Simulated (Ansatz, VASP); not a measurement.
# One calculation of Tl, two programs

```
Tl
1.0
     0.00000    3.56755    3.56755
     3.56755    0.00000    3.56755
     3.56755    3.56755    0.00000
Tl
2
Direct
  0.12500 0.12500 0.12500
  0.87500 0.87500 0.87500
```

Alike in both runs: task single point; functional r2SCAN; k mesh 9 × 9 × 9; occupations fermi-dirac, width 0.1 eV; no spin polarisation.

|  | VASP | Ansatz |
| --- | --- | --- |
| version | VASP 6.6.1 | Ansatz 0.2.0 |
| potentials or method | VASP PAW PBE potentials, release 64 (Tl_d), cutoff 550 eV | plane waves (500 eV) with PAW, scalar-relativistic |
| valence electrons in the cell | 26 | 26 |

|  | VASP | Ansatz | Ansatz less VASP |
| --- | --- | --- | --- |
| pressure (GPa) | -1.1 | -1.1 | +0.02 |

VASP's potentials were made for PBE, not for r2SCAN.

Neither program's run includes spin-orbit coupling.
